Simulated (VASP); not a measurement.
Wanted: the native input for a VASP 6.6.1 run.

```
Task                   : single point
Functional             : r2SCAN
Potentials or basis    : VASP PAW PBE potentials, release 64 (Pd_sv_GW)
Cutoff                 : 690 eV
k mesh                 : 12 × 12 × 12
Occupations            : fermi-dirac, width 0.05 eV
Spin                   : no spin polarisation
Dipole correction      : no
Further INCAR settings : ALGO = Normal; EDIFF = 1e-06; NBANDS = 15
```

The system is Pd.

```
Pd
1.0
    -1.60312    1.60312    1.60312
     1.60312   -1.60312    1.60312
     1.60312    1.60312   -1.60312
Pd
1
Direct
  0.00000 0.00000 0.00000
```

This isn't the form of Pd at room conditions, which is fcc.

One way to write it, as run:

POSCAR

```
Pd
1.0
   -1.6031178681      1.6031178681      1.6031178681
    1.6031178681     -1.6031178681      1.6031178681
    1.6031178681      1.6031178681     -1.6031178681
Pd
1
Direct
    0.0000000000      0.0000000000      0.0000000000
```

INCAR.step1

```
SYSTEM = Pd
ALGO = Normal
EDIFF = 1E-5
ENCUT = 690
GGA = PE
GGA_COMPAT = .FALSE.
ISMEAR = -1
LASPH = .TRUE.
LCHARG = .FALSE.
LREAL = .FALSE.
LWAVE = .TRUE.
NBANDS = 15
NELM = 120
PREC = Accurate
SIGMA = 0.05
```

INCAR.step2

```
SYSTEM = Pd
ALGO = Normal
EDIFF = 1E-6
ENCUT = 690
GGA_COMPAT = .FALSE.
ISIF = 2
ISMEAR = -1
ISTART = 1
LASPH = .TRUE.
LCHARG = .FALSE.
LMIXTAU = .TRUE.
LREAL = .FALSE.
LWAVE = .FALSE.
METAGGA = R2SCAN
NBANDS = 15
NELM = 120
PREC = Accurate
SIGMA = 0.05
```

KPOINTS

```
k-points
0
G
  12 12 12
  0 0 0
```

Potentials or basis: VASP PAW PBE potentials, release 64 (Pd_sv_GW).

Command:

```console
$ cat potpaw_PBE.64/Pd_sv_GW/POTCAR > POTCAR
$ cp INCAR.step1 INCAR
$ mpirun -np 1 vasp_std > vasp.out
$ cp INCAR.step2 INCAR
$ mpirun -np 1 vasp_std > vasp.out
```

Results of the run:

```
Pressure               : -12.8 GPa
Band gap on the k mesh : zero (bands 9 and 10 overlap by 1.48 eV)
```

Caveat: the cell stands under tension; the PAW data sets were made with another functional, which shifts forces and pressure a little.

Run time: 43 s on 1 thread of Intel(R) Xeon(R) Platinum 8488C (Sapphire Rapids), on a shared host, peak memory 0.17 GiB.
